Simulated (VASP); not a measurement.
# GaSi62 (a cell with a defect) in VASP: notebook

Runs on GaSi62 (a cell with a defect). Level: PBE. Tasks: single point.

Everything below comes from runs of VASP 6.6.1. Logs are shortened: lines on timing, memory, paths and dates and some standing lists are left out, and cuts for length are marked.

## (1) The cell of the first run

The cell holds a defect, 63 atoms: a = 10.860 Å, b = 10.860 Å, c = 10.860 Å, α = 90.00°, β = 90.00°, γ = 90.00°.

## (2) Single point, PBE, collinear spin

INCAR

```
SYSTEM = GaSi62
PREC = Accurate
ENCUT = 520
EDIFF = 1E-7
ISMEAR = -1
SIGMA = 0.05
LREAL = Auto
LASPH = .TRUE.
NELM = 150
ALGO = Normal
ISIF = 2
LWAVE = .FALSE.
LCHARG = .FALSE.
ISPIN = 2
MAGMOM = 0 0 0 0 0 0 0 0 0 0 0 0 0 0 0 0 0 0 0 0 0 0 0 0 0 0 0 0 0 0 0 0 0 0 0 0 0 0 0 0 0 0 0 0 0 0 0 0 0 0 0 0 0 0 0 0 0 0 0 0 0 0 1
LORBIT = 11
GGA = PE
NBANDS = 172
```

KPOINTS

```
regular mesh
0
G
  1 1 1
  0 0 0
```

POSCAR

```
GaSi62
1.0
   10.8600000000      0.0000000000      0.0000000000
    0.0000000000     10.8600000000      0.0000000000
    0.0000000000      0.0000000000     10.8600000000
Si Ga
62 1
Direct
    0.4986678256     -0.0004951880      0.0010088333
    0.6252047581      0.1238121145      0.1260010861
    0.7495786659      0.2506321297      0.0012647789
    0.8754600215      0.3751883846      0.1238288149
    0.7506545836     -0.0013737100      0.2507647081
    0.8762342797      0.1223357492      0.3766783491
   -0.0012514353     -0.0017525443     -0.0023127881
    0.1259025510      0.1238367438      0.1236056680
    0.2489919065      0.2506074632     -0.0011512680
    0.3749341077      0.3743289617      0.1247165162
    0.4984487015      0.5004032555     -0.0012896461
    0.6253300390      0.6233598958      0.1235687633
    0.7513746268      0.7503711721     -0.0023422894
    0.8750860867      0.8742710765      0.1245794342
    0.2513118395     -0.0003112330      0.2481395066
    0.3759780858      0.1239356050      0.3751103634
    0.4999245279      0.2494719910      0.2498007405
    0.6255527280      0.3733695969      0.3751136690
    0.7496498173      0.4982090841      0.2480882617
    0.8748098228      0.6222979426      0.3725801834
    0.5008872207     -0.0012991192      0.5003918258
    0.6267116172      0.1225740524      0.6260086898
    0.7505697499      0.2482531123      0.5003631649
    0.8749876825      0.3744396642      0.6247107630
    0.7501021598     -0.0005470208      0.7569340636
    0.8747579704      0.1266233834      0.8767313946
   -0.0012655994      0.5032123027     -0.0042199483
    0.1238850686      0.6252154460      0.1233839321
    0.2460179272      0.7505342302     -0.0039875911
    0.3741704148      0.8738118057      0.1238697948
    0.0001176987      0.2496759072      0.2496878526
    0.1262648701      0.3754621340      0.3753959021
    0.2490375222      0.5003321355      0.2484074129
    0.3738280027      0.6232884388      0.3752831430
    0.4998548309      0.7494036699      0.2497232801
    0.6270801173      0.8731144805      0.3769642628
    0.0074888312     -0.0008172704      0.4997835514
    0.1269063570      0.1263696862      0.6248128808
    0.2512449687      0.2506135318      0.4996627432
    0.3740058865      0.3753260882      0.6252776777
    0.4984974224      0.4980110463      0.4993799560
    0.6226134000      0.6221659044      0.6248107635
    0.7500760306      0.7416873045      0.5001400303
    0.2480790107     -0.0018334223      0.7487423440
    0.3739138349      0.1237935479      0.8759457302
    0.4997079080      0.2497637340      0.7501065853
    0.6255314663      0.3754992731      0.8760981578
    0.7511219056      0.5012909259      0.7487135115
    0.8781940256      0.6303542376      0.8684968184
   -0.0002883437      0.7496929803      0.2493779502
    0.1272345256      0.8744130109      0.3725764584
   -0.0011590519      0.5013887893      0.5009278349
    0.1179298310      0.6310425585      0.6283732918
    0.2477271164      0.7502532081      0.5011649009
    0.3747910819      0.8742043557      0.6247970539
   -0.0002610785      0.2499942610      0.7495556481
    0.1242461075      0.3759294236      0.8737672303
    0.2458319682      0.5035707360      0.7482354682
    0.3733397803      0.6253881121      0.8737075448
    0.4995027530      0.7497143587      0.7495899949
    0.6231273143      0.8744792631      0.8767695430
    0.1190488131      0.8714439847      0.8688931842
    0.8756365426      0.8736325568      0.6252880184
```

Potentials or basis: VASP PAW PBE potentials, release 64 (Si, Ga_d).

Run with:

```sh
> cat potpaw_PBE.64/Si/POTCAR potpaw_PBE.64/Ga_d/POTCAR > POTCAR
> mpirun -np 1 vasp_gam > vasp.out
```

OUTCAR:

```text
SYSTEM = GaSi62
   PREC = Accurate
   ENCUT = 520
   EDIFF = 1E-7
   ISMEAR = -1
   LREAL = Auto
   LASPH = .TRUE.
   NELM = 150
   ISIF = 2
   ISPIN = 2
   LORBIT = 11
   GGA = PE

 ion  position               nearest neighbor table
   1  0.499  1.000  0.001-  30 2.34  61 2.34  45 2.35   2 2.36
   2  0.625  0.124  0.126-  17 2.35   5 2.35   1 2.36   3 2.36
   3  0.750  0.251  0.001-   4 2.34  26 2.34  47 2.35   2 2.36
   4  0.875  0.375  0.124-   3 2.34  19 2.34  31 2.36  27 2.38
   5  0.751  0.999  0.251-  14 2.35   6 2.35  36 2.35   2 2.35
   6  0.876  0.122  0.377-   5 2.35  23 2.35  37 2.37  31 2.37
[... 43 lines left out ...]
  50  1.000  0.750  0.249-  14 2.35  28 2.35  51 2.35  20 2.35
  51  0.127  0.874  0.373-  37 2.33  54 2.34  15 2.34  50 2.35
  52  0.999  0.501  0.501-  20 2.34  24 2.35  53 2.36  32 2.38
  53  0.118  0.631  0.628-  58 2.35  52 2.36  54 2.36
  54  0.248  0.750  0.501-  51 2.34  55 2.35  53 2.36  34 2.38
  55  0.375  0.874  0.625-  60 2.34  44 2.35  54 2.35  21 2.35
  56  1.000  0.250  0.750-  24 2.35  57 2.35  26 2.35  38 2.35
  57  0.124  0.376  0.874-  56 2.35  58 2.35  27 2.35   9 2.35
  58  0.246  0.504  0.748-  57 2.35  59 2.35  53 2.35  40 2.38
  59  0.373  0.625  0.874-  60 2.35  29 2.35  58 2.35  11 2.35
  60  0.500  0.750  0.750-  55 2.34  59 2.35  42 2.35  61 2.35
  61  0.623  0.874  0.877-  25 2.33  13 2.34   1 2.34  60 2.35
  62  0.119  0.871  0.869-  29 2.35   7 2.36  44 2.36
  63  0.876  0.874  0.625-  43 2.40  37 2.40  25 2.40

  LATTYP: Found a simple cubic cell.
 ALAT       =    10.8600000000

  Lattice vectors:

 A1 = (  10.8600000000,   0.0000000000,   0.0000000000)
 A2 = (   0.0000000000,  10.8600000000,   0.0000000000)
 A3 = (   0.0000000000,   0.0000000000,  10.8600000000)

Analysis of symmetry for initial positions (statically):
=====================================================================
 Subroutine PRICEL returns:
 Original cell was already a primitive cell.

 Routine SETGRP: Setting up the symmetry group for a
 simple cubic supercell.

 Subroutine GETGRP returns: Found  1 space group operations
 (whereof  1 operations were pure point group operations)
 out of a pool of 48 trial point group operations.

The static configuration has the point symmetry C_1 .

Analysis of symmetry for dynamics (positions and initial velocities):
=====================================================================
 Subroutine PRICEL returns:
 Original cell was already a primitive cell.

 Routine SETGRP: Setting up the symmetry group for a
 simple cubic supercell.

 Subroutine GETGRP returns: Found  1 space group operations
 (whereof  1 operations were pure point group operations)
 out of a pool of 48 trial point group operations.

The dynamic configuration has the point symmetry C_1 .

Analysis of structural, dynamic, and magnetic symmetry:
=====================================================================
 Subroutine PRICEL returns:
 Original cell was already a primitive cell.

 Routine SETGRP: Setting up the symmetry group for a
 simple cubic supercell.

 Subroutine GETGRP returns: Found  1 space group operations
 (whereof  1 operations were pure point group operations)
 out of a pool of 48 trial point group operations.

The overall configuration has the point symmetry C_1 .

 Subroutine INISYM returns: Found  1 space group operations
 (whereof  1 operations are pure point group operations),
 and found     1 'primitive' translations

----------------------------------------------------------------------------------------

                                     Primitive cell

  volume of cell :    1280.8241

  direct lattice vectors                    reciprocal lattice vectors
    10.860000000  0.000000000  0.000000000     0.092081031  0.000000000  0.000000000
[... 176 lines left out ...]
   ISTART =      0    job   : 0-new  1-cont  2-samecut
   ICHARG =      2    charge: 1-file 2-atom 10-const
   ISPIN  =      2    spin polarized calculation?
   LNONCOLLINEAR =      F non collinear calculations
[... 42 lines left out ...]
  ---------------------------------------------------
  free energy    TOTEN  =      -330.23983851 eV

  energy without entropy =     -330.09589008  energy(sigma->0) =     -330.16786429

 E-fermi :   6.2487     XC(G=0):  -9.3491

 val. band max:        5.4905623314   @ k =   0.0000   0.0000   0.0000
 cond. band min:       6.3012129327   @ k =   0.0000   0.0000   0.0000
 fundamental gap:      0.8106506013
 Fermi energy:         6.2486623235

 spin component 1

 k-point     1 :       0.0000    0.0000    0.0000
  band No.  band energies     occupation
      1      -8.9303      1.00000
      2      -8.9075      1.00000
      3      -8.9073      1.00000
      4      -8.8074      1.00000
      5      -8.8071      1.00000
      6      -6.2281      1.00000
[... 134 lines left out ...]
    141       6.8719      0.00000
    142       6.9242      0.00000
 Fermi energy:         6.2486623235

 spin component 2

 k-point     1 :       0.0000    0.0000    0.0000
  band No.  band energies     occupation
      1      -8.9304      1.00000
      2      -8.9075      1.00000
      3      -8.9073      1.00000
      4      -8.8071      1.00000
      5      -8.8068      1.00000
      6      -6.2261      1.00000
[... 134 lines left out ...]
    141       6.8740      0.00000
    142       6.9271      0.00000
 [bands above 142 left out]

------------------------ aborting loop because EDIFF is reached ----------------------------------------

  FORCE on cell =-STRESS in cart. coord.  units (eV):
  Direction    XX          YY          ZZ          XY          YZ          ZX
  --------------------------------------------------------------------------------------
  -------------------------------------------------------------------------------------
  Total       17.1082861     17.1270530     17.1126185      0.9749304      0.8976177     -0.7697680
  in kB       21.4006819     21.4241573     21.4061013      1.2195362      1.1228261     -0.9628995
  external PRESSURE =      21.4103135 kB  Pullay stress =       0.0000000 kB

 VOLUME and BASIS-vectors are now :
 -----------------------------------------------------------------------------
  energy-cutoff  :      520.00
  volume of cell :     1280.82
      direct lattice vectors                 reciprocal lattice vectors
    10.860000000  0.000000000  0.000000000     0.092081031  0.000000000  0.000000000
     0.000000000 10.860000000  0.000000000     0.000000000  0.092081031  0.000000000
     0.000000000  0.000000000 10.860000000     0.000000000  0.000000000  0.092081031

 POSITION                                       TOTAL-FORCE (eV/Angst)
 -----------------------------------------------------------------------------------
      5.41553     10.85462      0.01096        -0.003124      0.007797      0.002344
      6.78972      1.34460      1.36837         0.008597      0.000594     -0.000174
      8.14042      2.72186      0.01374        -0.005977      0.001274     -0.001055
      9.50750      4.07455      1.34478         0.000899      0.001451      0.003171
      8.15211     10.84508      2.72330        -0.005543      0.003932      0.007120
      9.51590      1.32857      4.09073        -0.005341      0.003362      0.004266
[... 55 lines left out ...]
      1.29287      9.46388      9.43618        -0.008860     -0.008764     -0.011220
      9.50941      9.48765      6.79063         0.014550     -0.007030      0.012178
 -----------------------------------------------------------------------------------
    total drift:                               -0.010080      0.001918     -0.009899

  FREE ENERGIE OF THE ION-ELECTRON SYSTEM (eV)
  ---------------------------------------------------
  free  energy   TOTEN  =      -330.2398385080 eV

  energy  without entropy=     -330.0958900779  energy(sigma->0) =     -330.16786429

 total charge

# of ion       s       p       d       tot
------------------------------------------
    1        0.739   0.963   0.000   1.702
    2        0.740   0.954   0.000   1.694
    3        0.739   0.963   0.000   1.702
    4        0.745   0.948   0.000   1.693
    5        0.738   0.958   0.000   1.696
    6        0.744   0.942   0.000   1.686
[... 55 lines left out ...]
   62        0.786   0.852   0.000   1.638
   63        0.934   0.774   9.954  11.662
--------------------------------------------------
tot         47.039  59.592   9.954 116.585

 magnetization (x)

# of ion       s       p       d       tot
------------------------------------------
    1        0.000   0.000   0.000   0.000
    2        0.000   0.000   0.000   0.000
    3        0.000   0.000   0.000   0.000
    4        0.000   0.001   0.000   0.001
    5        0.000   0.000   0.000   0.000
    6        0.000   0.000   0.000   0.000
[... 55 lines left out ...]
   62        0.004   0.010   0.000   0.014
   63       -0.000   0.000   0.000   0.000
--------------------------------------------------
tot          0.014   0.056   0.000   0.070
```

Run time: 21 min. Hardware: 1 thread of Intel Xeon 8259CL, shared host; peak memory 1.4 GiB.

Results:

- Free energy: -330.2398 eV
- Pressure: 2.1 GPa
- Largest force: 0.025 eV/Å
- Band gap on the k mesh: 0.81 eV
- Net moment: 0.18 μB per cell
- Valence electrons inside the program's atomic spheres: Si 1.70, 1.69, 1.71, 1.68, 1.64 (each value once); Ga 11.66

Forces on the atoms (eV/Å):
```
Si  -0.003  0.008  0.002
Si   0.009  0.001  0.000
Si  -0.006  0.001 -0.001
Si   0.001  0.001  0.003
Si  -0.006  0.004  0.007
Si  -0.005  0.003  0.004
Si   0.002  0.008  0.006
Si   0.002  0.002  0.007
Si   0.003  0.001  0.000
Si   0.004  0.001  0.006
Si   0.006 -0.001  0.009
Si   0.004  0.002 -0.003
Si  -0.012 -0.005  0.010
Si  -0.007  0.004  0.005
Si  -0.002  0.005  0.005
Si   0.004 -0.001  0.005
Si   0.002 -0.004  0.002
Si  -0.006 -0.004 -0.003
Si  -0.002 -0.008  0.008
Si  -0.004 -0.003 -0.003
Si   0.004  0.007  0.001
Si  -0.004 -0.002 -0.008
Si   0.001  0.002 -0.003
Si  -0.006  0.003  0.000
Si  -0.008 -0.002  0.004
Si   0.003  0.004  0.005
Si  -0.003 -0.008  0.007
Si   0.004  0.002 -0.001
Si   0.004  0.009  0.006
Si   0.001  0.000  0.000
Si   0.004 -0.008 -0.005
Si  -0.004  0.001  0.007
Si   0.005 -0.005  0.004
Si  -0.001  0.000  0.006
Si  -0.002 -0.008 -0.001
Si   0.004  0.004 -0.002
Si  -0.008  0.004 -0.008
Si   0.006  0.010 -0.005
Si   0.003  0.003 -0.008
Si   0.000 -0.005 -0.003
Si   0.003 -0.003 -0.002
Si   0.003  0.000 -0.005
Si  -0.013  0.011 -0.018
Si   0.003  0.005  0.001
Si   0.004 -0.001  0.000
Si  -0.003 -0.007 -0.005
Si   0.003  0.000 -0.001
Si  -0.005 -0.012 -0.001
Si   0.002  0.010 -0.014
Si  -0.001 -0.004 -0.001
Si   0.000  0.008  0.001
Si   0.006 -0.006 -0.004
Si  -0.004  0.003 -0.005
Si   0.012 -0.001 -0.005
Si   0.001  0.006 -0.006
Si  -0.004 -0.010 -0.005
Si  -0.001 -0.005  0.004
Si   0.006 -0.003  0.000
Si   0.001 -0.005  0.003
Si   0.004  0.000 -0.001
Si  -0.008  0.004 -0.003
Si  -0.009 -0.009 -0.011
Ga   0.015 -0.007  0.012
```

Caveat: the k points lie up to 0.58 Å⁻¹ apart.

[end of part 1 of 2]
